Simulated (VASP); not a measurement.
Set up this calculation in VASP 6.6.1, as the native input.

```
Task                   : single point
Functional             : BLYP
Potentials or basis    : VASP PAW PBE potentials, release 64 (Be)
Cutoff                 : 520 eV
k mesh                 : 12 × 12 × 16
Occupations            : fermi-dirac, width 0.1 eV
Spin                   : no spin polarisation
Dipole correction      : no
Further INCAR settings : ALGO = Normal; EDIFF = 1e-06; NBANDS = 10
```

The structure of Be lies in POSCAR:

```
Be
1.0
    3.4700330045      0.0000000000      0.0000000000
   -1.7350165022      3.0051367339      0.0000000000
    0.0000000000      0.0000000000      2.1451840928
Be
3
Direct
    1.0000000000      0.0000000000      0.0000000000
    0.3333333333      0.6666666667      0.5000000000
    0.6666666667      0.3333333333      0.5000000000
```

This isn't the form of Be at room conditions, which is hcp.

One way to write it, as run:

INCAR

```
SYSTEM = Be
PREC = Accurate ; ENCUT = 520
EDIFF = 1E-6 ; ISMEAR = -1
SIGMA = 0.1 ; LREAL = .FALSE.
LASPH = .TRUE. ; NELM = 60
ALGO = Normal ; ISIF = 2
LWAVE = .FALSE. ; LCHARG = .FALSE.
GGA = B5 ; ALDAX = 1.0
AGGAX = 1.0 ; AGGAC = 1.0
ALDAC = 0.0 ; NBANDS = 10
```

KPOINTS

```
Automatic mesh
0
G
  12 12 16
  0 0 0
```

Potentials or basis: VASP PAW PBE potentials, release 64 (Be).

Run with:

```sh
$ cat potpaw_PBE.64/Be/POTCAR > POTCAR
$ mpirun -np 1 vasp_std > vasp.out
```

Results of the run:

```yaml
Pressure: 10.9 GPa
Band_gap_on_the_k_mesh: zero (bands 3 and 4 overlap by 4.83 eV)
```

Caveat: the cell stands under pressure; the PAW data sets were made with another functional, which shifts forces and pressure a little.

It took 35 s on 1 thread of Intel Xeon 8259CL (shared host), peak memory 0.15 GiB.
